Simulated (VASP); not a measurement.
# N (P6_3/mmc) in VASP: notebook

N is run at these levels: LDA; tasks: single point.

All numbers are computed with VASP 6.6.1; they aren't measurements. Logs are shortened: lines on timing, memory, paths and dates and some standing lists are left out, and cuts for length are marked.

## (1) The cell of the first run

The structure is hexagonal, space group P6_3/mmc (No. 194). Conventional cell: a = 2.519 Å, b = 2.519 Å, c = 2.373 Å, α = 90.00°, β = 90.00°, γ = 120.00°. Within 2.5 Å of N (site symmetry -6m2) lie 8 N at 1.88 to 2.37 Å.

## (2) Single point, LDA

File INCAR:

```
SYSTEM = N
ALGO = Normal ; EDIFF = 1E-7
ENCUT = 520 ; ISIF = 2
ISMEAR = 0 ; LASPH = .True.
LCHARG = .False. ; LREAL = .False.
LWAVE = .False. ; NBANDS = 12
NELM = 100 ; PREC = Accurate
SIGMA = 0.02
```

File KPOINTS:

```
k-points
0
Gamma
  12 12 8
  0 0 0
```

File POSCAR:

```
N
1.0
    2.5194740000      0.0000000000      0.0000000000
   -1.2597370000      2.1819280000      0.0000000000
    0.0000000000      0.0000000000      2.3726219400
N
2
Direct
    0.6666666667      0.3333333333      0.2500000000
    0.3333333333      0.6666666667      0.7500000000
```

Potentials or basis: VASP PAW LDA potentials, release 64 (N).

Command:

```sh
$ cat potpaw_LDA.64/N/POTCAR > POTCAR
$ mpirun -np 1 vasp_std > vasp.out
```

OUTCAR:

```text
SYSTEM = N
   EDIFF = 1E-7
   ENCUT = 520
   ISIF = 2
   ISMEAR = 0
   LASPH = .True.
   LREAL = .False.
   NELM = 100
   PREC = Accurate

 ion  position               nearest neighbor table
   1  0.667  0.333  0.250-
   2  0.333  0.667  0.750-

  LATTYP: Found a hexagonal cell.
 ALAT       =     2.5194740000
 C/A-ratio  =     0.9417132068

  Lattice vectors:

 A1 = (   2.5194740000,   0.0000000000,   0.0000000000)
 A2 = (  -1.2597370000,   2.1819280000,   0.0000000000)
 A3 = (   0.0000000000,   0.0000000000,   2.3726219400)

Analysis of symmetry for initial positions (statically):
=====================================================================
 Subroutine PRICEL returns:
 Original cell was already a primitive cell.

 Routine SETGRP: Setting up the symmetry group for a
 hexagonal supercell.

 Subroutine GETGRP returns: Found 24 space group operations
 (whereof 12 operations were pure point group operations)
 out of a pool of 24 trial point group operations.

The static configuration has the point symmetry D_3d.
 The point group associated with its full space group is D_6h.

Analysis of symmetry for dynamics (positions and initial velocities):
=====================================================================
 Subroutine PRICEL returns:
 Original cell was already a primitive cell.

 Routine SETGRP: Setting up the symmetry group for a
 hexagonal supercell.

 Subroutine GETGRP returns: Found 24 space group operations
 (whereof 12 operations were pure point group operations)
 out of a pool of 24 trial point group operations.

The dynamic configuration has the point symmetry D_3d.
 The point group associated with its full space group is D_6h.

 Subroutine INISYM returns: Found 24 space group operations
 (whereof 12 operations are pure point group operations),
 and found     1 'primitive' translations

----------------------------------------------------------------------------------------

                                     Primitive cell

  volume of cell :      13.0430

  direct lattice vectors                    reciprocal lattice vectors
     2.519474000  0.000000000  0.000000000     0.396908244  0.229155133  0.000000000
    -1.259737000  2.181928000  0.000000000     0.000000000  0.458310265  0.000000000
     0.000000000  0.000000000  2.372621940     0.000000000  0.000000000  0.421474649

  length of vectors
     2.519474000  2.519473577  2.372621940     0.458310188  0.458310265  0.421474649

  position of ions in fractional coordinates (direct lattice)
     0.666666667  0.333333333  0.250000000
     0.333333333  0.666666667  0.750000000

  ion indices of the primitive-cell ions
   primitive index   ion index
                 1           1
                 2           2

----------------------------------------------------------------------------------------

 KPOINTS: k-points

Automatic generation of k-mesh.
 Grid dimensions read from file:
 generate k-points for:   12   12    8

 Generating k-lattice:

  Cartesian coordinates                     Fractional coordinates (reciprocal lattice)
     0.033075687  0.019096261  0.000000000     0.083333333  0.000000000  0.000000000
     0.000000000  0.038192522  0.000000000     0.000000000  0.083333333  0.000000000
     0.000000000  0.000000000  0.052684331     0.000000000  0.000000000  0.125000000

  Length of vectors
     0.038192516  0.038192522  0.052684331

  Shift w.r.t. Gamma in fractional coordinates (k-lattice)
     0.000000000  0.000000000  0.000000000

 Subroutine IBZKPT returns following result:
 ===========================================

 Found     95 irreducible k-points:

 Following reciprocal coordinates:
            Coordinates               Weight
  0.000000  0.000000  0.000000      1.000000
  0.083333  0.000000  0.000000      6.000000
  0.166667  0.000000  0.000000      6.000000
  0.250000  0.000000  0.000000      6.000000
  0.333333  0.000000  0.000000      6.000000
  0.416667  0.000000  0.000000      6.000000
[... 16 lines left out ...]
  0.250000  0.000000  0.125000     12.000000
  0.333333  0.000000  0.125000     12.000000
 [... further k-points ...]
   k-points           NKPTS =     95   k-points in BZ     NKDIM =     95   number of bands    NBANDS=     12
   number of dos      NEDOS =    301   number of ions     NIONS =      2
   total plane-waves  NPLWV =   7200
   dimension x,y,z NGX =    20 NGY =   20 NGZ =   18
   dimension x,y,z NGXF=    40 NGYF=   40 NGZF=   36
   ions per type =               2
   NGX,Y,Z   is equivalent  to a cutoff of  13.20, 13.20, 12.61 a.u.
   NGXF,Y,Z  is equivalent  to a cutoff of  26.39, 26.39, 25.22 a.u.
 SYSTEM =  N
   PREC   = accura    normal or accurate (medium, high low for compatibility)
   ISTART =      0    job   : 0-new  1-cont  2-samecut
   ICHARG =      2    charge: 1-file 2-atom 10-const
   ISPIN  =      1    spin polarized calculation?
   LNONCOLLINEAR =      F non collinear calculations
   LSORBIT =      F    spin-orbit coupling
   LASPH  =      T    aspherical Exc in radial PAW
   ENCUT  =  520.0 eV  38.22 Ry    6.18 a.u.   4.68  4.68  4.41*2*pi/ulx,y,z
   NELM   =    100;   NELMIN=  2; NELMDL= -5     # of ELM steps
   EDIFF  = 0.1E-06   stopping-criterion for ELM
   LREAL  =      F    real-space projection
   EDIFFG = 0.1E-05   stopping-criterion for IOM
   NSW    =      0    number of steps for IOM
   IBRION =     -1    ionic relax: 0-MD 1-quasi-New 2-CG
   NFREE  =      0    steps in history (QN), initial steepest desc. (CG)
   ISIF   =      2    stress and relaxation
   ISYM   =      2    0-nonsym 1-usesym 2-fastsym
   POTIM  = 0.5000    time-step for ionic-motion
   TEBEG  =    0.0;   TEEND  =   0.0 temperature during run
   PSTRESS=    0.0 pullay stress
   NELECT =      10.0000    total number of electrons
   NUPDOWN=      -1.0000    fix difference up-down
   EMIN   =  10.00;   EMAX   =-10.00  energy-range for DOS
   EFERMI =   0.00;   METHOD = LEGACY
   ISMEAR =     0;   SIGMA  =   0.02  broadening in eV -4-tet -1-fermi 0-gaus
   EFERMI_NEDOS =   21; number of points for ismear=-14 and -15
   IALGO  =     38    algorithm
   IMIX   =      4    mixing-type and parameters
     AMIX     =   0.40;   BMIX     =  1.00
     AMIX_MAG =   1.60;   BMIX_MAG =  1.00
  volume/ion in A,a.u.               =       6.52        44.01
  Fermi-wavevector in a.u.,A,eV,Ry     =   1.498357  2.831484 30.546070  2.245073
  Thomas-Fermi vector in A             =   2.610126
   LORBIT       =      0    0 simple, 1 ext, 2 COOP (PROOUT), +10 PAW based schemes
   GGA     = CA    functional components
   LHFCALC =     F    Hartree Fock is set to
   AEXX    =    0.0000 exact exchange contribution
   IVDW    =     0    specifies the selected vdW correction
   LEPSILON=     F    determine dielectric tensor
   LRPA    =     F    only Hartree local field effects (RPA)
 non-spin polarized calculation
 Gauss-broadening in eV      SIGMA  =   0.02
  energy-cutoff  :      520.00
  volume of cell :       13.04
 maximum number of plane-waves:       363
 NGX is ok and might be reduce to    20
   NGX =  9   NGY =  9   NGZ =  9

 number of electron      10.0000001 magnetization

 Free energy of the ion-electron system (eV)
  ---------------------------------------------------
  ext. energy  EPLUGINS =         0.00000000
  ---------------------------------------------------
  free energy    TOTEN  =       -11.37690011 eV

  energy without entropy =      -11.37656357  energy(sigma->0) =      -11.37673184

 E-fermi :   7.3671     XC(G=0): -13.5409

 val. band max:        7.3617594076   @ k =   0.1667   0.0833   0.1250
 cond. band min:       7.3781972419   @ k =   0.3333   0.1667   0.0000
 fundamental gap:      0.0164378344
 Fermi energy:         7.3671397373

 k-point     1 :       0.0000    0.0000    0.0000
  band No.  band energies     occupation
      1     -15.0671      2.00000
      2       2.4625      2.00000
      3       2.8180      2.00000
      4       4.5622      2.00000
      5       4.5622      2.00000
      6      10.0841      0.00000
      7      10.0841      0.00000
      8      13.6334      0.00000
      9      21.7639      0.00000
     10      24.9516      0.00000
     11      32.6737      0.00000
     12      32.6737      0.00000

 k-point     2 :       0.0833    0.0000    0.0000
  band No.  band energies     occupation
      1     -14.8985      2.00000
      2       1.6110      2.00000
      3       2.9531      2.00000
      4       4.2868      2.00000
      5       4.9198      2.00000
      6      10.0372      0.00000
      7      10.3699      0.00000
      8      13.4165      0.00000
      9      22.1649      0.00000
     10      24.8216      0.00000
     11      32.9249      0.00000
     12      33.0563      0.00000

 k-point     3 :       0.1667    0.0000    0.0000
  band No.  band energies     occupation
      1     -14.3965      2.00000
      2      -0.1610      2.00000
      3       3.3508      2.00000
      4       3.6511      2.00000
      5       5.3308      2.00000
      6       9.9746      0.00000
      7      11.0212      0.00000
      8      12.8021      0.00000
      9      23.0640      0.00000
     10      24.5817      0.00000
     11      33.7213      0.00000
     12      34.1399      0.00000
[... 286 lines left out ...]
 k-point    23 :       0.2500    0.0000    0.1250
  band No.  band energies     occupation
      1     -13.2420      2.00000
      2      -2.1958      2.00000
      3       1.8232      2.00000
      4       3.2376      2.00000
      5       6.9846      2.00000
      6       9.4410      0.00000
      7      11.3676      0.00000
      8      12.0789      0.00000
      9      23.3022      0.00000
     10      26.5584      0.00000
     11      34.0040      0.00000
     12      34.7492      0.00000

 k-point    24 :       0.3333    0.0000    0.1250
  band No.  band energies     occupation
      1     -12.1395      2.00000
      2      -4.1957      2.00000
      3       2.3579      2.00000
      4       2.6650      2.00000
      5       6.8868      2.00000
      6       8.8327      0.00000
      7      11.7944      0.00000
      8      11.9013      0.00000
      9      22.5045      0.00000
     10      28.6551      0.00000
     11      33.6900      0.00000
     12      35.8414      0.00000

 [... further k-points ...]
[... 5 lines left out ...]
  --------------------------------------------------------------------------------------
  -------------------------------------------------------------------------------------
  Total       -0.5527969     -0.5527967      1.3687754      0.0000000      0.0000000      0.0000000
  in kB      -67.9043104    -67.9042800    168.1372533      0.0000000      0.0000000      0.0000000
  external PRESSURE =      10.7762210 kB  Pullay stress =       0.0000000 kB

 VOLUME and BASIS-vectors are now :
 -----------------------------------------------------------------------------
  energy-cutoff  :      520.00
  volume of cell :       13.04
      direct lattice vectors                 reciprocal lattice vectors
     2.519474000  0.000000000  0.000000000     0.396908244  0.229155133  0.000000000
    -1.259737000  2.181928000  0.000000000     0.000000000  0.458310265  0.000000000
     0.000000000  0.000000000  2.372621940     0.000000000  0.000000000  0.421474649

 POSITION                                       TOTAL-FORCE (eV/Angst)
 -----------------------------------------------------------------------------------
      1.25974      0.72731      0.59316        -0.000000      0.000000      0.000000
     -0.00000      1.45462      1.77947         0.000000      0.000000      0.000000
 -----------------------------------------------------------------------------------
    total drift:                               -0.000000      0.000000     -0.000000

  FREE ENERGIE OF THE ION-ELECTRON SYSTEM (eV)
  ---------------------------------------------------
  free  energy   TOTEN  =       -11.3769001084 eV

  energy  without entropy=      -11.3765635733  energy(sigma->0) =      -11.37673184
```

It took 12 s on 1 thread of Intel Xeon 8259CL, shared host; peak memory 0.12 GiB.

What came out:

```yaml
Free_energy: -11.3769 eV
Pressure: 1.1 GPa
Band_gap_on_the_k_mesh: zero (band 5 reaches 8.53 eV, above the bottom of band 6 at 3.29 eV)
```

Stress tensor (GPa, compression positive):
```
-6.79  0.00  0.00
 0.00 -6.79  0.00
 0.00  0.00 16.81
```

Levels at points of the mesh, in eV from the Fermi level:
| k point | band 1 | band 2 | band 3 | band 4 | band 5 | band 6 | band 7 | band 8 | band 9 | band 10 |
| --- | --- | --- | --- | --- | --- | --- | --- | --- | --- | --- |
| (0.00, 0.00, 0.00) | -22.43 | -4.90 | -4.55 | -2.80 | -2.80 | 2.72 | 2.72 | 6.27 | 14.40 | 17.58 |
| (0.50, 0.00, 0.00) | -17.74 | -14.82 | -5.51 | -2.00 | -1.30 | 1.89 | 3.23 | 5.33 | 13.47 | 23.88 |
| (0.00, 0.00, 0.50) | -17.16 | -17.16 | 0.42 | 0.42 | 0.42 | 0.42 | 2.10 | 2.10 | 21.65 | 21.65 |
| (0.50, 0.00, 0.50) | -13.17 | -13.17 | -8.96 | -8.96 | -0.96 | -0.96 | 3.98 | 3.98 | 19.21 | 19.21 |

## (3) Single point, LDA

This run uses another cell than the first one, of 6.59 Å³/atom, 1.010 times its volume.

File INCAR:

```
ALGO     = Normal         # electronic algorithm
EDIFF    = 1E-6           # SCF threshold, eV
ENCUT    = 520            # plane-wave cutoff, eV
GGA      = CA             # functional
ISIF     = 2              # what is computed and relaxed
ISMEAR   = 0              # smearing method
LASPH    = True           # aspherical terms in the spheres
LCHARG   = False          # write CHGCAR
LREAL    = False          # projectors in reciprocal space
LWAVE    = False          # write WAVECAR
NBANDS   = 12             # bands
NELM     = 100            # most SCF steps
PREC     = Accurate       # precision mode
SIGMA    = 0.02           # smearing width, eV
```

File KPOINTS:

```
k-points
0
Gamma
  12 12 8
```

POSCAR: that of step 2 with these lines changed.

```diff
@@ -4,3 +4,3 @@
    -1.2597370000      2.1819280000      0.0000000000
-    0.0000000000      0.0000000000      2.3726219400
+    0.0000000000      0.0000000000      2.3970819600
 N
```

Potentials or basis: VASP PAW LDA potentials, release 64 (N).

Command:

```sh
$ cat potpaw_LDA.64/N/POTCAR > POTCAR
$ mpirun -np 1 vasp_std > vasp.out
```

Wall time 11 s (1 thread of Intel Xeon 8259CL, shared host); peak memory 0.12 GiB.

Results (log left out):

- Free energy: -11.3862 eV
- Pressure: -2.3 GPa
- Band gap on the k mesh: zero (band 5 reaches 8.27 eV, above the bottom of band 6 at 3.16 eV)

Stress tensor (GPa, compression positive):
```
-6.05  0.00  0.00
 0.00 -6.05  0.00
 0.00  0.00  5.05
```

Levels at points of the mesh, in eV from the Fermi level:
```csv
k point,band 1,band 2,band 3,band 4,band 5,band 6,band 7,band 8,band 9,band 10
"(0.00, 0.00, 0.00)",-22.20,-4.98,-4.59,-2.59,-2.59,2.81,2.81,6.26,14.43,17.73
"(0.50, 0.00, 0.00)",-17.51,-14.60,-5.28,-1.98,-1.33,1.88,3.12,5.30,13.49,23.91
"(0.00, 0.00, 0.50)",-17.04,-17.04,0.53,0.53,0.53,0.53,2.18,2.18,21.63,21.63
"(0.50, 0.00, 0.50)",-13.07,-13.07,-8.79,-8.79,-0.84,-0.84,4.04,4.04,19.21,19.21
```

## (4) Single point, LDA

This run uses another cell than the first one, of 6.66 Å³/atom, 1.021 times its volume.

File INCAR:

```
SYSTEM = N
PREC = Accurate
ENCUT = 520
EDIFF = 1E-7
ISMEAR = 0
SIGMA = 0.02
LREAL = .FALSE.
LASPH = .TRUE.
NELM = 100
ALGO = Normal
ISIF = 2
LWAVE = .FALSE.
LCHARG = .TRUE.
LELF = .TRUE.
LVHAR = .TRUE.
NBANDS = 12
```

File KPOINTS:

```
regular mesh
0
G
  12 12 8
  0 0 0
```

POSCAR: that of step 3 with these lines changed.

```diff
@@ -4,3 +4,3 @@
    -1.2597370000      2.1819280000      0.0000000000
-    0.0000000000      0.0000000000      2.3970819600
+    0.0000000000      0.0000000000      2.4215419800
 N
```

Command:

```sh
$ cat potpaw_LDA.64/N/POTCAR > POTCAR
$ mpirun -np 1 vasp_std > vasp.out
```

Wall time 14 s (1 thread of Intel Xeon 8259CL, shared host); peak memory 0.12 GiB.

It converged, with:

- Free energy: -11.3871 eV
- Pressure: -5.0 GPa
- Band gap on the k mesh: zero (band 5 reaches 8.02 eV, above the bottom of band 6 at 3.04 eV)

Stress tensor (GPa, compression positive):
```
-5.60  0.00  0.00
 0.00 -5.60  0.00
 0.00  0.00 -3.69
```

Levels at points of the mesh, in eV from the Fermi level:
| k point | band 1 | band 2 | band 3 | band 4 | band 5 | band 6 | band 7 | band 8 | band 9 | band 10 |
| --- | --- | --- | --- | --- | --- | --- | --- | --- | --- | --- |
| (0.00, 0.00, 0.00) | -21.98 | -5.08 | -4.64 | -2.40 | -2.40 | 2.87 | 2.87 | 6.24 | 14.46 | 17.85 |
| (0.50, 0.00, 0.00) | -17.30 | -14.40 | -5.07 | -1.97 | -1.36 | 1.84 | 3.00 | 5.25 | 13.51 | 23.93 |
| (0.00, 0.00, 0.50) | -16.93 | -16.93 | 0.63 | 0.63 | 0.63 | 0.63 | 2.24 | 2.24 | 21.59 | 21.59 |
| (0.50, 0.00, 0.50) | -12.99 | -12.99 | -8.65 | -8.65 | -0.74 | -0.74 | 4.08 | 4.08 | 19.20 | 19.20 |

## (5) Single point, LDA

This run uses another cell than the first one, of 6.72 Å³/atom, 1.031 times its volume.

File INCAR:

```
ALGO = Normal
EDIFF = 1E-7
ENCUT = 520
GGA = CA
ISIF = 2
ISMEAR = 0
LASPH = T
LCHARG = F
LREAL = F
LWAVE = F
NBANDS = 12
NELM = 80
PREC = Accurate
SIGMA = 0.02
```

File KPOINTS:

```
k-points
0
Gamma
  12 12 8
```

POSCAR: that of step 4 with these lines changed.

```diff
@@ -4,3 +4,3 @@
    -1.2597370000      2.1819280000      0.0000000000
-    0.0000000000      0.0000000000      2.4215419800
+    0.0000000000      0.0000000000      2.4460020000
 N
```

Command:

```sh
$ cat potpaw_LDA.64/N/POTCAR > POTCAR
$ mpirun -np 1 vasp_std > vasp.out
```

It took 11 s on 1 thread of Intel Xeon 8259CL, shared host; peak memory 0.12 GiB.

It converged, with:

- Free energy: -11.3801 eV
- Pressure: -7.6 GPa
- Band gap on the k mesh: zero (band 5 reaches 7.83 eV, above the bottom of band 6 at 2.92 eV)

Stress tensor (GPa, compression positive):
```
 -4.65   0.00   0.00
  0.00  -4.65   0.00
  0.00   0.00 -13.59
```

Levels at points of the mesh, in eV from the Fermi level:
```csv
k point,band 3,band 4,band 5,band 6,band 7,band 8
"(0.00, 0.00, 0.00)",-4.70,-2.23,-2.23,2.92,2.92,6.21
"(0.50, 0.00, 0.00)",-4.88,-1.99,-1.41,1.80,2.87,5.19
"(0.00, 0.00, 0.50)",0.70,0.70,0.70,0.70,2.28,2.28
"(0.50, 0.00, 0.50)",-8.52,-8.52,-0.67,-0.67,4.10,4.10
```

## (6) The runs side by side

| cell | gap on the mesh (eV) | pressure (GPa) |
| --- | --- | --- |
| a = 2.519, b = 2.519, c = 2.373 Å, angles 90.0, 90.0, 120.0°, 2 atoms | none | 1.1 |
| a = 2.519, b = 2.519, c = 2.397 Å, angles 90.0, 90.0, 120.0°, 2 atoms | none | -2.3 |
| a = 2.519, b = 2.519, c = 2.422 Å, angles 90.0, 90.0, 120.0°, 2 atoms | none | -5.0 |
| a = 2.519, b = 2.519, c = 2.446 Å, angles 90.0, 90.0, 120.0°, 2 atoms | none | -7.6 |

Alike in all rows: task single point; level LDA; potentials or basis VASP PAW LDA potentials, release 64 (N); no spin polarisation; k mesh 12 × 12 × 8; cutoff (eV) 520; smearing gaussian 0.02 eV.

Total energies depend on the potentials used, so only differences within one code and one set of settings carry meaning.
